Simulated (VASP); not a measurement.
Write the native input for VASP 6.6.1 that does the following.

```
Task                   : relaxation of cell and atoms
Functional             : PBE
Potentials or basis    : VASP PAW PBE potentials, release 64 (Si, C)
Cutoff                 : 600 eV
k mesh                 : 6 × 6 × 4
Occupations            : gaussian, width 0.1 eV
Spin                   : no spin polarisation
Dipole correction      : no
Further INCAR settings : ALGO = Normal; EDIFF = 1e-07; IBRION = 2; EDIFFG = -0.05; NSW = 100; ISIF = 3
```

The structure of SiC lies in POSCAR:

```
SiC
1.0
    3.0759982064      0.0000000000      0.0000000000
   -1.5379991032      2.6638925888      0.0000000000
    0.0000000000      0.0000000000      5.0480000000
Si C
2 2
Direct
    0.3333333333      0.6666666667      0.0000000000
    0.6666666667      0.3333333333      0.5000000000
    0.3333333333      0.6666666667      0.3850000000
    0.6666666667      0.3333333333      0.8850000000
```

These files were run (other wordings do the same):

INCAR

```
SYSTEM = SiC
PREC = Accurate ; ENCUT = 600
EDIFF = 1E-7 ; ISMEAR = 0
SIGMA = 0.1 ; LREAL = .FALSE.
LASPH = .TRUE. ; NELM = 80
ALGO = Normal ; ISIF = 3
LWAVE = .FALSE. ; LCHARG = .FALSE.
GGA = PE ; IBRION = 2
NSW = 100 ; EDIFFG = -0.05
```

KPOINTS

```
Automatic mesh
0
G
  6 6 4
  0 0 0
```

Potentials or basis: VASP PAW PBE potentials, release 64 (Si, C).

Run with:

```console
$ cat potpaw_PBE.64/Si/POTCAR potpaw_PBE.64/C/POTCAR > POTCAR
$ mpirun -np 1 vasp_std > vasp.out
```

It gave:

| Item | Value |
| --- | --- |
| Relaxed volume | 10.49 Å³/atom |
| Relaxed cell | a = 3.090 Å, b = 3.090 Å, c = 5.074 Å, α = 90.00°, β = 90.00°, γ = 120.00° |
| Space group after relaxing (to 0.05 Å) | P6_3mc (No. 186) |
| Energy gained by relaxing | 10.4 meV/atom |
| Ionic steps | 4 |
| Pressure after relaxing | 0.1 GPa |
| Largest force after relaxing | 0.025 eV/Å |
| Band gap on the k mesh | 2.29 eV, indirect (least direct gap 3.94 eV) |

Caveat: the relaxation stopped at a loose force limit of 0.05 eV/Å, so its end isn't a converged minimum.

Wall time 31 s on 1 thread of Intel(R) Xeon(R) Platinum 8375C CPU @ 2.90GHz (Ice Lake), on a shared host, peak memory 0.17 GiB.
